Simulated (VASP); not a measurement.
Set up this calculation in VASP 6.6.1, as the native input.

```yaml
Task: single point
Functional: PBEsol
Potentials_or_basis: VASP PAW PBE potentials, release 64 (Sn_d)
Cutoff: 520 eV
k_mesh: 16 × 16 × 16
Occupations: fermi-dirac, width 0.1 eV
Spin: no spin polarisation
Dipole_correction: no
Further_INCAR_settings: ALGO = Fast; EDIFF = 1e-06; NBANDS = 21
```

The structure of Sn lies in POSCAR:

```
Sn
1.0
   -2.7905934651      2.7905934651      1.5024216457
    2.7905934651     -2.7905934651      1.5024216457
    2.7905934651      2.7905934651     -1.5024216457
Sn
2
Direct
    0.0000000000      0.0000000000      0.0000000000
    0.7500000000      0.2500000000      0.5000000000
```

These files were run (other wordings do the same):

INCAR

```
PREC = Accurate
ENCUT = 520
EDIFF = 1E-6
ISMEAR = -1
SIGMA = 0.1
LREAL = False
LASPH = True
NELM = 80
ALGO = Fast
ISIF = 2
LWAVE = False
LCHARG = True
GGA = PS
LELF = True
LVHAR = True
NBANDS = 21
```

KPOINTS

```
regular mesh
0
Gamma
  16 16 16
```

Potentials or basis: VASP PAW PBE potentials, release 64 (Sn_d).

Run with:

```bash
$ cat potpaw_PBE.64/Sn_d/POTCAR > POTCAR
$ mpirun -np 1 vasp_std > vasp.out
```

Results of the run:

```yaml
Pressure: 10.9 GPa
Band_gap_on_the_k_mesh: zero (band 14 reaches 11.67 eV, above the bottom of band 15 at 6.55 eV)
```

Caveat: the PAW data sets were made with another functional, which shifts forces and pressure a little; spin-orbit coupling is left out, which moves the levels of the heavy elements.

Run time: 110 s on 1 thread of Intel(R) Xeon(R) 6975P-C (Granite Rapids), with other jobs on the host, peak memory 0.38 GiB.
